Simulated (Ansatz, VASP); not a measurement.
## One calculation of InP, two programs

```
In P
1.0
     0.00000    2.68354    2.95189
     2.68354    0.00000    2.95189
     2.68354    2.68354    0.00000
In P
1 1
Direct
  0.00000 0.00000 0.00000
  0.50000 0.50000 0.50000
```

Alike in both runs: task single point; functional PBE; k mesh 20 × 20 × 20; occupations gaussian, width 0.15 eV; no spin polarisation.

|  | VASP | Ansatz |
| --- | --- | --- |
| version | VASP 6.6.1 | Ansatz 0.2.0 |
| potentials or method | VASP PAW PBE potentials, release 64 (In_d, P), cutoff 520 eV | scalar-relativistic, plane waves, PAW |
| valence electrons in the cell | 18 | 18 |

VASP gave:

| Quantity | Value |
| --- | --- |
| gap on the k mesh at the Fermi level (eV) | none |
| pressure (GPa) | 1.2 |
| traceless stress, the component that is largest in VASP (GPa) | -5.51 |

Problem. Which values does Ansatz return?

Solution. gap on the k mesh at the Fermi level (eV): none; pressure (GPa): 1.2; traceless stress, the component that is largest in VASP (GPa): -5.53.

A gap of «none» marks a metal or a gap that the smearing closes. With one functional, cell and mesh, what is left measures potentials, basis and numerics.
